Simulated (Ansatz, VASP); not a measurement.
AlNi3 in VASP and in Ansatz

The input INCAR:

```
SYSTEM = AlNi3
PREC     = Accurate       ! precision mode
ENCUT    = 520            ! plane-wave cutoff, eV
EDIFF    = 1E-6           ! SCF threshold, eV
ISMEAR   = 0              ! smearing method
SIGMA    = 0.15           ! smearing width, eV
LREAL    = .FALSE.        ! projectors in reciprocal space
LASPH    = .TRUE.         ! aspherical terms in the spheres
NELM     = 100            ! most SCF steps
ALGO     = Fast           ! electronic algorithm
ISIF     = 2              ! what is computed and relaxed
LWAVE    = .FALSE.        ! write WAVECAR
LCHARG   = .TRUE.         ! write CHGCAR
GGA      = PS             ! functional
LELF     = .TRUE.         ! ELF
LVHAR    = .TRUE.       
NBANDS   = 24             ! bands
```

Contents of KPOINTS:

```
Automatic mesh
0
G
  14 14 14
  0 0 0
```

POSCAR

```
AlNi3
1.0
    0.0000000000      2.7984078565      2.7984078565
    2.7984078565      0.0000000000      2.7984078565
    2.7984078565      2.7984078565      0.0000000000
Al Ni
1 3
Direct
    0.4675055703      0.4675055703      0.4675055703
    0.2500000000      0.2500000000      0.2500000000
    0.0000000000      0.0000000000      0.0000000000
    0.7500000000      0.7500000000      0.7500000000
```

Input for Ansatz:

```yaml
crystal:
  lattice:
    - [0.0, 2.7984078565, 2.7984078565]
    - [2.7984078565, 0.0, 2.7984078565]
    - [2.7984078565, 2.7984078565, 0.0]
  atoms:
    - { symbol: Al, position: [0.4675055703, 0.4675055703, 0.4675055703] }
    - { symbol: Ni, position: [0.25, 0.25, 0.25] }
    - { symbol: Ni, position: [0.0, 0.0, 0.0] }
    - { symbol: Ni, position: [0.75, 0.75, 0.75] }
basis:
  ecutwfc: 420
kpoints:
  mp_grid: { grid: [14, 14, 14] }
hamiltonian:
  xc: pbesol
scf:
  occupations: { method: gaussian, width: 0.15 }
output:
  forces: true
  stress: true
  eigenvalues: true
```

Alike in both runs: task single point; functional PBEsol; k mesh 14 × 14 × 14; occupations gaussian, width 0.15 eV; no spin polarisation.

```csv
,VASP,Ansatz
version,VASP 6.6.1,Ansatz 0.2.0
potentials or method,"VASP PAW PBE potentials, release 64 (Al, Ni), cutoff 520 eV","scalar-relativistic, plane waves, PAW"
valence electrons in the cell,33,57
```

|  | VASP | Ansatz | Ansatz less VASP |
| --- | --- | --- | --- |
| gap on the k mesh at the Fermi level (eV) | none | none | - |
| pressure (GPa) | 4.9 | 5.0 | +0.12 |
| traceless stress, the component that is largest in VASP (GPa) | 3.17 | 3.15 | -0.027 |
| rms of the force components (eV/Å) | 1.231 | 1.221 | -0.0094 |

VASP's potentials were made for PBE, not for PBEsol. Atom by atom the forces differ by 0.009 eV/Å (rms over components). A gap of «none» marks a metal or a gap that the smearing closes. VASP's potentials hold 33 valence electrons a cell and Ansatz's 57, so a difference there can come from the potentials and not from the codes.
